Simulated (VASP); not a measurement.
# BN (P3m1) in VASP: a series of runs, part 2 of 2

VASP 6.6.1.

## (4) Single point, PBE (mode 8 (949.4 1/cm) frozen in, largest displacement +0.113 Å)

Contents of INCAR:

```
PREC = Accurate
ENCUT = 520
EDIFF = 1E-6
ISMEAR = 0
SIGMA = 0.05
LREAL = F
LASPH = T
NELM = 60
ALGO = Normal
ISIF = 2
LWAVE = F
LCHARG = T
GGA = PE
LELF = T
LVHAR = T
NBANDS = 16
```

Contents of KPOINTS:

```
Automatic mesh
0
Gamma
  12 12 6
```

Contents of POSCAR:

```
BN
1.0
    2.5545800960      0.0000000000      0.0000000000
   -1.2772900480      2.2123312591      0.0000000000
    0.0000000000      0.0000000000      4.2245145352
B N
2 2
Direct
    0.6666666667      0.3333333333      0.9822880471
    0.3333333333      0.6666666667      0.5173236623
    0.6666666667      0.3333333333      0.6518244241
    0.3333333333      0.6666666667      0.0985638665
```

Potentials or basis: VASP PAW PBE potentials, release 64 (B, N).

Started as:

```bash
$ cat potpaw_PBE.64/B/POTCAR potpaw_PBE.64/N/POTCAR > POTCAR
$ mpirun -np 1 vasp_std > vasp.out
```

OUTCAR:

```text
PREC = Accurate
   ENCUT = 520
   EDIFF = 1E-6
   ISMEAR = 0
   LREAL = F
   LASPH = T
   NELM = 60
   ISIF = 2
   GGA = PE

 ion  position               nearest neighbor table
   1  0.667  0.333  0.982-   3 1.40   4 1.55   4 1.55   4 1.55
   2  0.333  0.667  0.517-   3 1.58   3 1.58   3 1.58   4 1.77
   3  0.667  0.333  0.652-   1 1.40   2 1.58   2 1.58   2 1.58
   4  0.333  0.667  0.099-   1 1.55   1 1.55   1 1.55   2 1.77

  LATTYP: Found a hexagonal cell.
 ALAT       =     2.5545800960
 C/A-ratio  =     1.6537021258

  Lattice vectors:

 A1 = (   2.5545800960,   0.0000000000,   0.0000000000)
 A2 = (  -1.2772900480,   2.2123312591,   0.0000000000)
 A3 = (   0.0000000000,   0.0000000000,   4.2245145352)

Analysis of symmetry for initial positions (statically):
=====================================================================
 Subroutine PRICEL returns:
 Original cell was already a primitive cell.

 Routine SETGRP: Setting up the symmetry group for a
 hexagonal supercell.

 Subroutine GETGRP returns: Found  6 space group operations
 (whereof  6 operations were pure point group operations)
 out of a pool of 24 trial point group operations.

The static configuration has the point symmetry C_3v.

Analysis of symmetry for dynamics (positions and initial velocities):
=====================================================================
 Subroutine PRICEL returns:
 Original cell was already a primitive cell.

 Routine SETGRP: Setting up the symmetry group for a
 hexagonal supercell.

 Subroutine GETGRP returns: Found  6 space group operations
 (whereof  6 operations were pure point group operations)
 out of a pool of 24 trial point group operations.

The dynamic configuration has the point symmetry C_3v.

 Subroutine INISYM returns: Found  6 space group operations
 (whereof  6 operations are pure point group operations),
 and found     1 'primitive' translations

----------------------------------------------------------------------------------------

                                     Primitive cell

  volume of cell :      23.8752

  direct lattice vectors                    reciprocal lattice vectors
     2.554580096  0.000000000  0.000000000     0.391453766  0.226005937  0.000000000
    -1.277290048  2.212331259  0.000000000     0.000000000  0.452011875  0.000000000
     0.000000000  0.000000000  4.224514535     0.000000000  0.000000000  0.236713590

  length of vectors
     2.554580096  2.554580096  4.224514535     0.452011875  0.452011875  0.236713590

  position of ions in fractional coordinates (direct lattice)
     0.666666667  0.333333333  0.982288047
     0.333333333  0.666666667  0.517323662
     0.666666667  0.333333333  0.651824424
     0.333333333  0.666666667  0.098563867

  ion indices of the primitive-cell ions
   primitive index   ion index
                 1           1
                 2           2
                 3           3
                 4           4

----------------------------------------------------------------------------------------

 KPOINTS: Automatic mesh

Automatic generation of k-mesh.
 Grid dimensions read from file:
 generate k-points for:   12   12    6

 Generating k-lattice:

  Cartesian coordinates                     Fractional coordinates (reciprocal lattice)
     0.032621147  0.018833828  0.000000000     0.083333333  0.000000000  0.000000000
     0.000000000  0.037667656  0.000000000     0.000000000  0.083333333  0.000000000
     0.000000000  0.000000000  0.039452265     0.000000000  0.000000000  0.166666667

  Length of vectors
     0.037667656  0.037667656  0.039452265

  Shift w.r.t. Gamma in fractional coordinates (k-lattice)
     0.000000000  0.000000000  0.000000000

 Subroutine IBZKPT returns following result:
 ===========================================

 Found    100 irreducible k-points:

 Following reciprocal coordinates:
            Coordinates               Weight
  0.000000  0.000000  0.000000      1.000000
  0.083333 -0.000000  0.000000      6.000000
  0.166667  0.000000  0.000000      6.000000
  0.250000  0.000000  0.000000      6.000000
  0.333333 -0.000000  0.000000      6.000000
  0.416667 -0.000000  0.000000      6.000000
[... 16 lines left out ...]
  0.166667  0.000000  0.166667      6.000000
  0.000000  0.166667  0.166667      6.000000
 [... further k-points ...]
   k-points           NKPTS =    100   k-points in BZ     NKDIM =    100   number of bands    NBANDS=     16
   number of dos      NEDOS =    301   number of ions     NIONS =      4
   total plane-waves  NPLWV =  12800
   dimension x,y,z NGX =    20 NGY =   20 NGZ =   32
   dimension x,y,z NGXF=    40 NGYF=   40 NGZF=   64
   ions per type =               2   2
   NGX,Y,Z   is equivalent  to a cutoff of  13.02, 13.02, 12.59 a.u.
   NGXF,Y,Z  is equivalent  to a cutoff of  26.03, 26.03, 25.19 a.u.
 SYSTEM =  unknown system
   PREC   = accura    normal or accurate (medium, high low for compatibility)
   ISTART =      0    job   : 0-new  1-cont  2-samecut
   ICHARG =      2    charge: 1-file 2-atom 10-const
   ISPIN  =      1    spin polarized calculation?
   LNONCOLLINEAR =      F non collinear calculations
   LSORBIT =      F    spin-orbit coupling
   LASPH  =      T    aspherical Exc in radial PAW
   ENCUT  =  520.0 eV  38.22 Ry    6.18 a.u.   4.75  4.75  7.85*2*pi/ulx,y,z
   NELM   =     60;   NELMIN=  2; NELMDL= -5     # of ELM steps
   EDIFF  = 0.1E-05   stopping-criterion for ELM
   LREAL  =      F    real-space projection
   EDIFFG = 0.1E-04   stopping-criterion for IOM
   NSW    =      0    number of steps for IOM
   IBRION =     -1    ionic relax: 0-MD 1-quasi-New 2-CG
   NFREE  =      0    steps in history (QN), initial steepest desc. (CG)
   ISIF   =      2    stress and relaxation
   ISYM   =      2    0-nonsym 1-usesym 2-fastsym
   POTIM  = 0.5000    time-step for ionic-motion
   TEBEG  =    0.0;   TEEND  =   0.0 temperature during run
   PSTRESS=    0.0 pullay stress
   NELECT =      16.0000    total number of electrons
   NUPDOWN=      -1.0000    fix difference up-down
   EMIN   =  10.00;   EMAX   =-10.00  energy-range for DOS
   EFERMI =   0.00;   METHOD = LEGACY
   ISMEAR =     0;   SIGMA  =   0.05  broadening in eV -4-tet -1-fermi 0-gaus
   EFERMI_NEDOS =   21; number of points for ismear=-14 and -15
   IALGO  =     38    algorithm
   IMIX   =      4    mixing-type and parameters
     AMIX     =   0.40;   BMIX     =  1.00
     AMIX_MAG =   1.60;   BMIX_MAG =  1.00
  volume/ion in A,a.u.               =       5.97        40.28
  Fermi-wavevector in a.u.,A,eV,Ry     =   1.432625  2.707270 27.924811  2.052416
  Thomas-Fermi vector in A             =   2.552232
   LORBIT       =      0    0 simple, 1 ext, 2 COOP (PROOUT), +10 PAW based schemes
   GGA     = PE    functional components
   LHFCALC =     F    Hartree Fock is set to
   AEXX    =    0.0000 exact exchange contribution
   IVDW    =     0    specifies the selected vdW correction
   LEPSILON=     F    determine dielectric tensor
   LRPA    =     F    only Hartree local field effects (RPA)
 non-spin polarized calculation
 Gauss-broadening in eV      SIGMA  =   0.05
  energy-cutoff  :      520.00
  volume of cell :       23.88
 maximum number of plane-waves:       660
 NGX is ok and might be reduce to    20
   NGX =  9   NGY =  9   NGZ = 15

 number of electron      16.0000003 magnetization

 Free energy of the ion-electron system (eV)
  ---------------------------------------------------
  ext. energy  EPLUGINS =         0.00000000
  ---------------------------------------------------
  free energy    TOTEN  =       -33.99592818 eV

  energy without entropy =      -33.99592818  energy(sigma->0) =      -33.99592818

 E-fermi :   7.8061     XC(G=0): -12.7384

 val. band max:        7.5319632807   @ k =   0.0000   0.0000   0.0000
 cond. band min:      12.5625324580   @ k =   0.3333   0.3333   0.0000
 fundamental gap:      5.0305691773
 Fermi energy:         7.8060569175

 k-point     1 :       0.0000    0.0000    0.0000
  band No.  band energies     occupation
      1     -13.2170      2.00000
      2      -8.6184      2.00000
      3      -3.4258      2.00000
      4       4.9972      2.00000
      5       4.9972      2.00000
      6       7.0039      2.00000
[... 433 lines left out ...]
      3      -2.1030      2.00000
      4       2.6945      2.00000
      5       4.1799      2.00000
      6       5.1485      2.00000
[... 8 lines left out ...]
     15      20.7768      0.00000
     16      23.4833      0.00000

 [... further k-points ...]

------------------------ aborting loop because EDIFF is reached ----------------------------------------

  FORCE on cell =-STRESS in cart. coord.  units (eV):
  Direction    XX          YY          ZZ          XY          YZ          ZX
  --------------------------------------------------------------------------------------
  -------------------------------------------------------------------------------------
  Total        0.2672785      0.2672785      4.8674354      0.0000000      0.0000000      0.0000000
  in kB       17.9361025     17.9361025    326.6361797      0.0000000      0.0000000      0.0000000
  external PRESSURE =     120.8361282 kB  Pullay stress =       0.0000000 kB

 VOLUME and BASIS-vectors are now :
 -----------------------------------------------------------------------------
  energy-cutoff  :      520.00
  volume of cell :       23.88
      direct lattice vectors                 reciprocal lattice vectors
     2.554580096  0.000000000  0.000000000     0.391453766  0.226005937  0.000000000
    -1.277290048  2.212331259  0.000000000     0.000000000  0.452011875  0.000000000
     0.000000000  0.000000000  4.224514535     0.000000000  0.000000000  0.236713590

 POSITION                                       TOTAL-FORCE (eV/Angst)
 -----------------------------------------------------------------------------------
      1.27729      0.73744      4.14969         0.000000      0.000000      4.712131
     -0.00000      1.47489      2.18544         0.000000      0.000000     -1.638506
      1.27729      0.73744      2.75364        -0.000000      0.000000     -7.318109
     -0.00000      1.47489      0.41638         0.000000     -0.000000      4.244484
 -----------------------------------------------------------------------------------
    total drift:                                0.000000     -0.000000     -0.000429

  FREE ENERGIE OF THE ION-ELECTRON SYSTEM (eV)
  ---------------------------------------------------
  free  energy   TOTEN  =       -33.9959281756 eV

  energy  without entropy=      -33.9959281756  energy(sigma->0) =      -33.99592818
```

OSZICAR:

```text
N       E                     dE             d eps       ncg     rms          rms(c)
DAV:   1     0.382035052160E+02    0.38204E+02   -0.83622E+03  3208   0.973E+02
DAV:   2    -0.339620194921E+02   -0.72166E+02   -0.67431E+02  4536   0.228E+02
DAV:   3    -0.362177936148E+02   -0.22558E+01   -0.22506E+01  3672   0.377E+01
DAV:   4    -0.362233960191E+02   -0.56024E-02   -0.56020E-02  3944   0.214E+00
DAV:   5    -0.362234134636E+02   -0.17444E-04   -0.17444E-04  3696   0.111E-01    0.993E+00
DAV:   6    -0.341627608376E+02    0.20607E+01   -0.25548E+00  4264   0.150E+01    0.465E+00
DAV:   7    -0.340291399447E+02    0.13362E+00   -0.36573E-01  4304   0.500E+00    0.290E+00
DAV:   8    -0.339963860472E+02    0.32754E-01   -0.59457E-02  3968   0.200E+00    0.290E-01
DAV:   9    -0.339956677242E+02    0.71832E-03   -0.21347E-03  4024   0.526E-01    0.140E-01
DAV:  10    -0.339959022869E+02   -0.23456E-03   -0.52792E-04  4168   0.184E-01    0.375E-02
DAV:  11    -0.339959222225E+02   -0.19936E-04   -0.38640E-05  4016   0.604E-02    0.111E-02
DAV:  12    -0.339959277603E+02   -0.55378E-05   -0.64364E-06  3632   0.243E-02    0.596E-03
DAV:  13    -0.339959281756E+02   -0.41523E-06   -0.57786E-07  2544   0.700E-03
   1 F= -.33995928E+02 E0= -.33995928E+02  d E =-.580678E-17
```

Wall time 52 s (1 thread of AMD EPYC 7R13, shared host); peak memory 0.15 GiB.

Results:

```yaml
Free_energy: -33.9959 eV
Pressure: 12.1 GPa
Largest_force: 7.318 eV/Å
Band_gap_on_the_k_mesh: 5.03 eV, indirect (least direct gap 7.54 eV)
```

Forces on the atoms (eV/Å):
```
B    0.000  0.000  4.712
B    0.000  0.000 -1.639
N    0.000  0.000 -7.318
N    0.000  0.000  4.244
```

Stress tensor (GPa, compression positive):
```
 1.79  0.00  0.00
 0.00  1.79  0.00
 0.00  0.00 32.66
```

Caveat: the cell differs from its parent crystal (mode 8 (949.4 1/cm) frozen in, largest displacement +0.113 Å); forces of over 1 eV/Å act on the atoms, so gaps and moduli don't describe the material at rest.
